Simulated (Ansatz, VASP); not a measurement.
## BeS in VASP and in Ansatz

The input INCAR:

```
PREC = Accurate
ENCUT = 520
EDIFF = 1E-6
ISMEAR = -1
SIGMA = 0.02
LREAL = False
LASPH = True
NELM = 100
ALGO = Normal
ISIF = 2
LWAVE = False
LCHARG = False
GGA = PE
NBANDS = 11
```

File KPOINTS:

```
regular mesh
0
Gamma
  10 10 10
```

File POSCAR:

```
BeS
1.0
    0.0000000000      2.5316784796      2.5316784796
    2.5316784796      0.0000000000      2.5316784796
    2.5316784796      2.5316784796      0.0000000000
Be S
1 1
Direct
    0.0000000000      0.0000000000      0.0000000000
    0.2500000000      0.2500000000      0.2500000000
```

Input for Ansatz:

```yaml
crystal:
  lattice:
    - [0.0, 2.5316784796, 2.5316784796]
    - [2.5316784796, 0.0, 2.5316784796]
    - [2.5316784796, 2.5316784796, 0.0]
  atoms:
    - { symbol: Be, position: [0.0, 0.0, 0.0] }
    - { symbol: S, position: [0.25, 0.25, 0.25] }
kpoints:
  mp_grid: { grid: [10, 10, 10] }
  band_path:
    path:
      - [0.0, 0.0, 0.0]
      - [-0.5, -0.5, 0.0]
      - [-0.375, -0.375, 0.25]
      - [-0.375, 0.0, 0.375]
      - [0.0, 0.0, 0.5]
      - [-0.5, -0.25, 0.25]
      - [-0.0375, 0.0, 0.0375]
      - [0.0, 0.5, 0.5]
    npoints: 1
hamiltonian:
  xc: pbe
scf:
  occupations: { method: fermi_dirac, width: 0.02 }
  n_extra_bands: 4
output:
  forces: true
  stress: true
  eigenvalues: true
  write_density: true
  write_potential: true
  elf: true
  volumetric_format: npy
```

Change from the starting cell: hydrostatic strain +4.0%.

Alike in both runs: task single point; functional PBE; k mesh 10 × 10 × 10; occupations fermi-dirac, width 0.02 eV; no spin polarisation.

|  | VASP | Ansatz |
| --- | --- | --- |
| version | VASP 6.6.1 | Ansatz 0.2.0 |
| potentials or method | VASP PAW PBE potentials, release 64 (Be, S) | plane waves, PAW |
| plane-wave cutoff (eV) | 520 | 420 |
| valence electrons in the cell | 8 | 8 |

|  | VASP | Ansatz | Ansatz less VASP |
| --- | --- | --- | --- |
| gap on the k mesh at the Fermi level (eV) | 3.36 | 3.36 | -0.001 |
| pressure (GPa) | -8.5 | -8.5 | -0.01 |
